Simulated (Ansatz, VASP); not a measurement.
# As in VASP and in Ansatz

```
As
1.0
     1.89079    1.09165    3.36719
    -1.89079    1.09165    3.36719
     0.00000   -2.18330    3.36719
As
2
Direct
  0.76986 0.76986 0.76986
  0.23014 0.23014 0.23014
```

Alike in both runs: functional PBEsol; k mesh 10 × 10 × 10; occupations fermi-dirac, width 0.1 eV; no spin polarisation.

Ansatz relaxed the structure, and its values are those at the end. VASP's run is a single point on that final structure, the one shown.

|  | VASP | Ansatz |
| --- | --- | --- |
| version | VASP 6.6.1 | Ansatz 0.2.0 |
| potentials or method | VASP PAW PBE potentials, release 64 (As), cutoff 520 eV | plane waves (420 eV) with PAW, scalar-relativistic |
| valence electrons in the cell | 10 | 30 |

VASP gave:

- pressure (GPa): 0.4
- rms of the force components (eV/Å): 0.035

Which values does Ansatz return?

Pressure (GPa): 0.0; rms of the force components (eV/Å): 0.002.

VASP's potentials were made for PBE, not for PBEsol, and Ansatz warns of the same on its side. VASP's potentials hold 10 valence electrons a cell and Ansatz's 30, so a difference there can come from the potentials and not from the codes.
